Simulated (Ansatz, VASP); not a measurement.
# Two plane-wave programs on GaN

```
CELL_PARAMETERS angstrom
0.00000 2.25350 2.15209
2.25350 0.00000 2.15209
2.25350 2.25350 0.00000
ATOMIC_POSITIONS crystal
Ga 0.00000 0.00000 0.00000
N 0.75000 0.75000 0.75000
```

Change from the starting cell: strain -0.0450 x Voigt [0, 0, 1, 0, 0, 0], atoms carried along.

Alike in both runs: task single point; functional r2SCAN; k mesh 10 × 10 × 10; occupations gaussian, width 0.05 eV; no spin polarisation.

```csv
,VASP,Ansatz
version,VASP 6.6.1,Ansatz 0.2.0
potentials or method,"VASP PAW PBE potentials, release 64 (Ga_d, N), cutoff 520 eV","scalar-relativistic, plane waves, PAW"
valence electrons in the cell,18,18
```

```tsv
	VASP	Ansatz	Ansatz less VASP
gap on the k mesh at the Fermi level (eV)	2.29	2.30	+0.011
least direct gap on the mesh (eV)	2.29	2.30	+0.011
pressure (GPa)	9.6	8.4	-1.17
traceless stress, the component that is largest in VASP (GPa)	3.37	3.47	+0.102
```

VASP's potentials were made for PBE, not for r2SCAN. With one functional, cell and mesh, what is left measures potentials, basis and numerics.
